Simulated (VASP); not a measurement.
Set up this calculation in VASP 6.6.1, as the native input.

```
Task                   : single point
Functional             : PBEsol
Potentials or basis    : VASP PAW PBE potentials, release 64 (C, F, H)
Cutoff                 : 520 eV
k mesh                 : 2 × 2 × 1
Occupations            : fermi-dirac, width 0.02 eV
Spin                   : no spin polarisation
Dipole correction      : no
Further INCAR settings : LREAL = Auto; ALGO = Normal; EDIFF = 1e-07; NBANDS = 56
```

The structure of HC18F lies in POSCAR:

```
HC18F
1.0
    7.3980000000      0.0000000000      0.0000000000
   -3.6990000000      6.4068560000      0.0000000000
    0.0000000000      0.0000000000     12.0000000000
C F H
18 1 1
Direct
    0.0095180412      0.0034649747      0.0787206604
    0.2294457111      0.1145926530      0.0724354544
    0.0119662563      0.3369610252      0.0810052049
    0.2289323082      0.4468201577      0.0725263528
    0.0102039553      0.6760669739      0.0761889802
    0.2302420239      0.7831770535      0.0709184289
    0.3407758218      0.0045651876      0.0686497992
    0.5634803623      0.1151850127      0.0729259556
    0.3409460397      0.3363578315      0.0724732458
    0.5619703242      0.4476141822      0.0749468496
    0.3409215346      0.6705218265      0.0705861733
    0.5632013751      0.7818034905      0.0738179747
    0.6728831854      0.0033220128      0.0787533481
    0.8972118784      0.1139520194      0.1053067947
    0.6694961228      0.3348060800      0.0779917895
    0.8971444559      0.4492994473      0.0962009726
    0.6738554610      0.6700044471      0.0765436551
    0.8978375726      0.7836092359      0.0760941908
    0.8913083496      0.1135977493      0.2379153229
    0.8945851206      0.4439081891      0.1909987863
```

One way to write it, as run:

INCAR

```
PREC = Accurate
ENCUT = 520
EDIFF = 1E-7
ISMEAR = -1
SIGMA = 0.02
LREAL = Auto
LASPH = T
NELM = 100
ALGO = Normal
ISIF = 2
LWAVE = F
LCHARG = T
GGA = PS
LELF = T
LVHAR = T
NBANDS = 56
```

KPOINTS

```
Automatic mesh
0
Gamma
  2 2 1
```

Potentials or basis: VASP PAW PBE potentials, release 64 (C, F, H).

Run with:

```sh
$ cat potpaw_PBE.64/C/POTCAR potpaw_PBE.64/F/POTCAR potpaw_PBE.64/H/POTCAR > POTCAR
$ mpirun -np 1 vasp_std > vasp.out
```

It gave:

The largest force is 0.088 eV/Å and the band gap on the k mesh is 0.02 eV.

Caveat: the k points lie up to 0.49 Å⁻¹ apart; there is no dipole correction, which matters where the two faces differ; semilocal functionals underestimate gaps, and a narrow one can read as zero; the PAW data sets were made with another functional, which shifts forces and pressure a little.

Run time: 5.3 min on 1 thread of Intel(R) Xeon(R) Platinum 8259CL CPU @ 2.50GHz (Skylake/Cascade Lake) (shared host), peak memory 0.6 GiB.
